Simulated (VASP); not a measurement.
Input of a VASP 6.6.1 run:

File INCAR:

```
PREC = Accurate ; ENCUT = 520
EDIFF = 1E-6 ; ISMEAR = -1
SIGMA = 0.02 ; LREAL = False
LASPH = True ; NELM = 80
ALGO = Normal ; ISIF = 2
LWAVE = False ; LCHARG = False
GGA = PS ; NBANDS = 14
```

The input KPOINTS:

```
Automatic mesh
0
Gamma
  13 13 13
```

Contents of POSCAR:

```
NbH2
1.0
    0.0228150000      2.2815000000      2.2815000000
    2.2815000000      0.0228150000      2.2815000000
    2.3043150000      2.3043150000      0.0000000000
Nb H
1 2
Direct
    0.0000000000      0.0000000000      0.0000000000
    0.2500000000      0.2500000000      0.2500000000
    0.7500000000      0.7500000000      0.7500000000
```

Potentials or basis: VASP PAW PBE potentials, release 64 (Nb_sv, H).

Run with:

```sh
$ cat potpaw_PBE.64/Nb_sv/POTCAR potpaw_PBE.64/H/POTCAR > POTCAR
$ mpirun -np 1 vasp_std > vasp.out
```

Estimate the largest force.

0.088 eV/Å.

What does it give for the pressure?

-5.7 GPa.

Estimate the band gap on the k mesh.

zero (an odd number of electrons rules out a gap without spin polarisation).

Forces in eV/Å, atoms in the order of the input:
```
Nb   0.000  0.000  0.000
H    0.000  0.000 -0.088
H    0.000  0.000  0.088
```

Caveat: the cell stands under tension; the PAW data sets were made with another functional, which shifts forces and pressure a little.
